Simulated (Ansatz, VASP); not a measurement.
**One calculation of AlP5, two programs**

```
Al P
1.0
     0.00000    3.58393    3.58393
     3.58393    0.00000    3.58393
     3.58393    3.58393    0.00000
Al P
1 5
Direct
  0.00000 0.00000 0.00000
  0.75000 0.75000 0.75000
  0.37750 0.37750 0.86751
  0.37750 0.86751 0.37750
  0.37750 0.37750 0.37750
  0.86751 0.37750 0.37750
```

Change from the starting cell: species swapped into the ZrNi5 type (F-43m, No. 216).

Alike in both runs: functional PBE; k mesh 10 × 10 × 10; occupations gaussian, width 0.1 eV; no spin polarisation.

Ansatz relaxed the structure, and its values are those at the end. VASP's run is a single point on that final structure, the one shown.

|  | VASP | Ansatz |
| --- | --- | --- |
| version | VASP 6.6.1 | Ansatz 0.2.0 |
| potentials or method | VASP PAW PBE potentials, release 64 (Al, P), cutoff 520 eV | scalar-relativistic, plane waves, PAW |
| valence electrons in the cell | 28 | 28 |

|  | VASP | Ansatz | Ansatz less VASP |
| --- | --- | --- | --- |
| gap on the k mesh at the Fermi level (eV) | none | none | - |
| pressure (GPa) | -0.1 | 0.0 | +0.16 |
| rms of the force components (eV/Å) | 0.007 | 0.000 | -0.0073 |

A gap of «none» marks a metal or a gap that the smearing closes.
